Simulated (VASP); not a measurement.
CsAg:

```xyz
4
Lattice="2.4292 -6.1635 0.0000 2.4292 6.1635 0.0000 0.0000 0.0000 4.7049" Properties=species:S:1:pos:R:3 pbc="T T T"
Cs    2.4292   -4.4624    3.5287
Cs    2.4292    4.4624    1.1762
Ag    2.4292   -1.0231    3.5287
Ag    2.4292    1.0231    1.1762
```

* Program: VASP 6.6.1
* Task: relaxation of cell and atoms
* Functional: PBE
* Potentials or basis: VASP PAW PBE potentials, release 64 (Cs_sv, Ag)
* Cutoff: 600 eV
* k mesh: 4 × 4 × 4
* Occupations: gaussian, width 0.1 eV
* Spin: no spin polarisation

At the start: pressure 4.3 GPa; volume 35.22 Å³/atom.

**Question.** Where does the relaxation end?

**Answer.** Over 15 steps the energy falls by 167.5 meV/atom and the volume is 46.84 Å³/atom (+33.0 %); space group Cmcm (No. 63, to 0.1 Å) before and after.

The path:
```csv
step,energy change (eV),largest force (eV/Å),pressure (GPa),volume (Å³)
1,0.0000,0.5729,4.35,140.89
2,-0.3928,0.4528,1.63,161.30
3,-0.5160,0.3552,0.34,179.37
4,-0.5291,0.3165,-0.02,186.88
5,-0.5297,0.3074,-0.10,188.72
6,-0.5424,0.2982,-0.10,188.34
7,-0.5765,0.2655,-0.09,187.20
8,-0.6231,0.1706,0.03,184.90
9,-0.5865,0.3285,0.72,180.19
10,-0.6330,0.1471,0.16,183.55
11,-0.6543,0.1106,-0.01,187.13
12,-0.6643,0.0679,-0.17,191.35
13,-0.6677,0.0663,0.09,186.60
14,-0.6680,0.0663,0.03,187.58
15,-0.6700,0.0400,0.00,187.38
```

Final structure:
```
CELL_PARAMETERS angstrom
2.68381 -6.81458 0.00000
2.68381 6.81458 0.00000
0.00000 0.00000 5.12264
ATOMIC_POSITIONS crystal
Cs 0.86003 0.13997 0.75000
Cs 0.13997 0.86003 0.25000
Ag 0.54997 0.45003 0.75000
Ag 0.45003 0.54997 0.25000
```

Caveat: the volume moved by over 15 % at a fixed basis, so the end points are rough.
